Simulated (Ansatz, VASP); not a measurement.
# Ti in VASP and in Ansatz

```xyz
3
Lattice="1.4436 0.8335 6.9745 -1.4436 0.8335 6.9745 0.0000 -1.6670 6.9745" Properties=species:S:1:pos:R:3 pbc="T T T"
Ti    0.0000    0.0000    0.0000
Ti    0.0000    0.0000    4.6633
Ti    0.0000    0.0000   16.2601
```

Alike in both runs: functional PBEsol; k mesh 6 × 6 × 6; occupations gaussian, width 0.1 eV; no spin polarisation.

Ansatz relaxed the structure, and its values are those at the end. VASP's run is a single point on that final structure, the one shown.

|  | VASP | Ansatz |
| --- | --- | --- |
| version | VASP 6.6.1 | Ansatz 0.2.0 |
| potentials or method | VASP PAW PBE potentials, release 64 (Ti_sv), cutoff 520 eV | scalar-relativistic, plane waves, PAW |
| valence electrons in the cell | 36 | 36 |

Ansatz gave:

```
gap on the k mesh at the Fermi level (eV) : none
pressure (GPa)                            : 0.0
```

Estimate VASP's values.

gap on the k mesh at the Fermi level (eV): none; pressure (GPa): -0.3.

VASP's potentials were made for PBE, not for PBEsol. A gap of «none» marks a metal or a gap that the smearing closes.

The k mesh is coarse, so the values compare programs but aren't converged.
